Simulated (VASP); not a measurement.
# Os in VASP: a series of runs, part 2 of 3

VASP 6.6.1. Earlier steps stand in the parts before.

**4. Electric field gradients, PBEsol (volume scaled by 0.96)**

INCAR

```
SYSTEM = Os
  PREC = Accurate
  ENCUT = 520
  EDIFF = 1E-8
  ISMEAR = -1
  SIGMA = 0.05
  LREAL = .FALSE.
  LASPH = .TRUE.
  NELM = 60
  ALGO = Normal
  ISIF = 2
  LWAVE = .FALSE.
  LCHARG = .FALSE.
  GGA = PS
  LEFG = .TRUE.
  NBANDS = 10
```

KPOINTS

```
Automatic mesh
0
G
  14 14 14
  0 0 0
```

POSCAR

```
Os
1.0
    0.0000000000      1.9187129938      1.9187129938
    1.9187129938      0.0000000000      1.9187129938
    1.9187129938      1.9187129938      0.0000000000
Os
1
Direct
    0.0000000000      0.0000000000      0.0000000000
```

Potentials or basis: VASP PAW PBE potentials, release 64 (Os).

Command:

```sh
> cat potpaw_PBE.64/Os/POTCAR > POTCAR
> mpirun -np 1 vasp_std > vasp.out
```

OUTCAR:

```text
SYSTEM = Os
   PREC = Accurate
   ENCUT = 520
   EDIFF = 1E-8
   ISMEAR = -1
   LREAL = .FALSE.
   LASPH = .TRUE.
   NELM = 60
   ISIF = 2
   GGA = PS

 ion  position               nearest neighbor table
   1  0.000  0.000  0.000-

  LATTYP: Found a face centered cubic cell.
 ALAT       =     3.8374259876

  Lattice vectors:

 A1 = (   0.0000000000,   1.9187129938,   1.9187129938)
 A2 = (   1.9187129938,   0.0000000000,   1.9187129938)
 A3 = (   1.9187129938,   1.9187129938,   0.0000000000)

Analysis of symmetry for initial positions (statically):
=====================================================================
 Subroutine PRICEL returns:
 Original cell was already a primitive cell.

 Routine SETGRP: Setting up the symmetry group for a
 face centered cubic supercell.

[... 492 lines left out ...]
  external PRESSURE =     -47.9572477 kB  Pullay stress =       0.0000000 kB

 VOLUME and BASIS-vectors are now :
 -----------------------------------------------------------------------------
  energy-cutoff  :      520.00
  volume of cell :       14.13
      direct lattice vectors                 reciprocal lattice vectors
     0.000000000  1.918712994  1.918712994    -0.260591345  0.260591345  0.260591345
     1.918712994  0.000000000  1.918712994     0.260591345 -0.260591345  0.260591345
     1.918712994  1.918712994  0.000000000     0.260591345  0.260591345 -0.260591345

 POSITION                                       TOTAL-FORCE (eV/Angst)
 -----------------------------------------------------------------------------------
      0.00000      0.00000      0.00000        -0.000000     -0.000000      0.000000
 -----------------------------------------------------------------------------------
    total drift:                                0.000000      0.000000     -0.000000

  FREE ENERGIE OF THE ION-ELECTRON SYSTEM (eV)
  ---------------------------------------------------
  free  energy   TOTEN  =       -12.0938184373 eV

  energy  without entropy=      -12.0836966519  energy(sigma->0) =      -12.08875754

 Electric field gradients (V/A^2)
---------------------------------------------------------------------
 ion       V_xx      V_yy      V_zz      V_xy      V_xz      V_yz
---------------------------------------------------------------------
   1       0.000     0.000    -0.000    -0.000    -0.000    -0.000
---------------------------------------------------------------------

 Electric field gradients after diagonalization (V/A^2)
 (convention: |V_zz| > |V_xx| > |V_yy|)
----------------------------------------------------------------------
 ion       V_xx      V_yy      V_zz     asymmetry (V_yy - V_xx)/ V_zz
----------------------------------------------------------------------
   1       0.000     0.000    -0.000       0.000
----------------------------------------------------------------------

           NMR quadrupolar parameters

 Cq : quadrupolar parameter    Cq=e*Q*V_zz/h
 eta: asymmetry parameters     (V_yy - V_xx)/ V_zz
 Q  : nuclear electric quadrupole moment in mb (millibarn)
----------------------------------------------------------------------
 ion       Cq(MHz)       eta       Q (mb)
----------------------------------------------------------------------
   1      -0.000       0.000       1.000
----------------------------------------------------------------------
```

OSZICAR:

```text
N       E                     dE             d eps       ncg     rms          rms(c)
DAV:   1     0.363870652736E+02    0.36387E+02   -0.42214E+03  2152   0.743E+02
DAV:   2    -0.117762745823E+02   -0.48163E+02   -0.44406E+02  2136   0.202E+02
DAV:   3    -0.128568546072E+02   -0.10806E+01   -0.10755E+01  2470   0.281E+01
DAV:   4    -0.128596131931E+02   -0.27586E-02   -0.27576E-02  2270   0.153E+00
DAV:   5    -0.128596221929E+02   -0.89998E-05   -0.89987E-05  2294   0.829E-02    0.168E+01
DAV:   6    -0.122662636855E+02    0.59336E+00   -0.66535E-01  2472   0.646E+00    0.743E+00
DAV:   7    -0.120987133840E+02    0.16755E+00   -0.44762E-01  2544   0.503E+00    0.431E-01
DAV:   8    -0.120955610022E+02    0.31524E-02   -0.20349E-03  2160   0.371E-01    0.299E-01
DAV:   9    -0.120938234272E+02    0.17376E-02   -0.88508E-04  2272   0.325E-01    0.247E-02
DAV:  10    -0.120938213501E+02    0.20771E-05   -0.10276E-05  2264   0.235E-02    0.102E-02
DAV:  11    -0.120938184706E+02    0.28796E-05   -0.86057E-07  2282   0.138E-02    0.207E-03
DAV:  12    -0.120938184209E+02    0.49666E-07   -0.53269E-09  1496   0.657E-04    0.322E-04
DAV:  13    -0.120938184316E+02   -0.10696E-07   -0.53551E-10  1138   0.218E-04    0.148E-04
DAV:  14    -0.120938184373E+02   -0.57041E-08   -0.38091E-11  1098   0.607E-05
   1 F= -.12093818E+02 E0= -.12088758E+02  d E =-.101218E-01
```

Run time: 6 s. Hardware: 1 thread of Intel Xeon 6975P-C (Granite Rapids), shared host; peak memory 0.13 GiB.

Results:

```yaml
Free_energy: -12.0938 eV
Pressure: -4.8 GPa
Band_gap_on_the_k_mesh: zero (band 4 reaches 11.44 eV, above the bottom of band 5 at 7.71 eV)
```

Levels at points of the mesh, in eV from the Fermi level:
```tsv
k point	band 1	band 2	band 3	band 4	band 5	band 6	band 7	band 8	band 9
(0.00, 0.00, 0.00)	-10.74	-2.93	-2.93	-2.93	0.10	0.10	14.33	20.07	20.07
(0.50, 0.00, 0.00)	-7.60	-3.08	-3.08	-0.20	2.48	2.48	8.92	13.84	20.33
(0.50, 0.50, 0.00)	-7.49	-6.77	2.36	2.44	3.16	3.16	12.16	12.25	12.25
```

Caveat: without QUAD_EFG the Cq values of the log hold for a quadrupole moment of 1 mb, not for the nuclei; the PAW data sets were made with another functional, which shifts forces and pressure a little; spin-orbit coupling is left out, which moves the levels of the heavy elements.

**5. Electric field gradients, PBEsol (volume scaled by 0.99)**

INCAR

```
SYSTEM = Os
PREC = Accurate
ENCUT = 520
EDIFF = 1E-8
ISMEAR = -1
SIGMA = 0.05
LREAL = .False.
LASPH = .True.
NELM = 80
ALGO = Normal
ISIF = 2
LWAVE = .False.
LCHARG = .False.
GGA = PS
LEFG = .True.
NBANDS = 10
```

KPOINTS

```
Automatic mesh
0
Gamma
  14 14 14
  0 0 0
```

POSCAR

```
Os
1.0
    0.0000000000      1.9384949347      1.9384949347
    1.9384949347      0.0000000000      1.9384949347
    1.9384949347      1.9384949347      0.0000000000
Os
1
Direct
    0.0000000000      0.0000000000      0.0000000000
```

Potentials or basis: VASP PAW PBE potentials, release 64 (Os).

Command:

```sh
> cat potpaw_PBE.64/Os/POTCAR > POTCAR
> mpirun -np 1 vasp_std > vasp.out
```

OUTCAR:

```text
SYSTEM = Os
   PREC = Accurate
   ENCUT = 520
   EDIFF = 1E-8
   ISMEAR = -1
   LREAL = .False.
   LASPH = .True.
   NELM = 80
   ISIF = 2
   GGA = PS

 ion  position               nearest neighbor table
   1  0.000  0.000  0.000-

  LATTYP: Found a face centered cubic cell.
 ALAT       =     3.8769898694

  Lattice vectors:

 A1 = (   0.0000000000,   1.9384949347,   1.9384949347)
 A2 = (   1.9384949347,   0.0000000000,   1.9384949347)
 A3 = (   1.9384949347,   1.9384949347,   0.0000000000)

Analysis of symmetry for initial positions (statically):
=====================================================================
 Subroutine PRICEL returns:
 Original cell was already a primitive cell.

 Routine SETGRP: Setting up the symmetry group for a
 face centered cubic supercell.

[... 492 lines left out ...]
  external PRESSURE =    -165.2106711 kB  Pullay stress =       0.0000000 kB

 VOLUME and BASIS-vectors are now :
 -----------------------------------------------------------------------------
  energy-cutoff  :      520.00
  volume of cell :       14.57
      direct lattice vectors                 reciprocal lattice vectors
     0.000000000  1.938494935  1.938494935    -0.257932064  0.257932064  0.257932064
     1.938494935  0.000000000  1.938494935     0.257932064 -0.257932064  0.257932064
     1.938494935  1.938494935  0.000000000     0.257932064  0.257932064 -0.257932064

 POSITION                                       TOTAL-FORCE (eV/Angst)
 -----------------------------------------------------------------------------------
      0.00000      0.00000      0.00000        -0.000000      0.000000      0.000000
 -----------------------------------------------------------------------------------
    total drift:                                0.000000      0.000000     -0.000000

  FREE ENERGIE OF THE ION-ELECTRON SYSTEM (eV)
  ---------------------------------------------------
  free  energy   TOTEN  =       -12.0642949534 eV

  energy  without entropy=      -12.0539187636  energy(sigma->0) =      -12.05910686

 Electric field gradients (V/A^2)
---------------------------------------------------------------------
 ion       V_xx      V_yy      V_zz      V_xy      V_xz      V_yz
---------------------------------------------------------------------
   1       0.000     0.000    -0.000    -0.000    -0.000    -0.000
---------------------------------------------------------------------

 Electric field gradients after diagonalization (V/A^2)
 (convention: |V_zz| > |V_xx| > |V_yy|)
----------------------------------------------------------------------
 ion       V_xx      V_yy      V_zz     asymmetry (V_yy - V_xx)/ V_zz
----------------------------------------------------------------------
   1       0.000     0.000    -0.000       0.000
----------------------------------------------------------------------

           NMR quadrupolar parameters

 Cq : quadrupolar parameter    Cq=e*Q*V_zz/h
 eta: asymmetry parameters     (V_yy - V_xx)/ V_zz
 Q  : nuclear electric quadrupole moment in mb (millibarn)
----------------------------------------------------------------------
 ion       Cq(MHz)       eta       Q (mb)
----------------------------------------------------------------------
   1      -0.000       0.000       1.000
----------------------------------------------------------------------
```

stdout:

```text
POSCAR found type information on POSCAR Os
 POSCAR found :  1 types and       1 ions
 scaLAPACK will be used
 -----------------------------------------------------------------------------
|                                                                             |
|                                                                             |
|     You enforced a specific xc type in the INCAR file but a different       |
|     I HOPE YOU KNOW WHAT YOU ARE DOING!                                     |
|                                                                             |
 -----------------------------------------------------------------------------

 LDA part: xc-table for (Slater+PW92), standard interpolation
 POSCAR, INCAR and KPOINTS ok, starting setup
 FFT: planning ... GRIDC
 FFT: planning ... GRID_SOFT
 FFT: planning ... GRID
 WAVECAR not read
 entering main loop
ion   1
```

Wall time 5.6 s (1 thread of Intel Xeon 6975P-C (Granite Rapids), shared host); peak memory 0.13 GiB.

Results:

* Free energy: -12.0643 eV
* Pressure: -16.5 GPa
* Band gap on the k mesh: zero (band 4 reaches 10.85 eV, above the bottom of band 5 at 7.31 eV)

Caveat: without QUAD_EFG the Cq values of the log hold for a quadrupole moment of 1 mb, not for the nuclei; the PAW data sets were made with another functional, which shifts forces and pressure a little; spin-orbit coupling is left out, which moves the levels of the heavy elements.

(Part 2 of 3 ends here.)
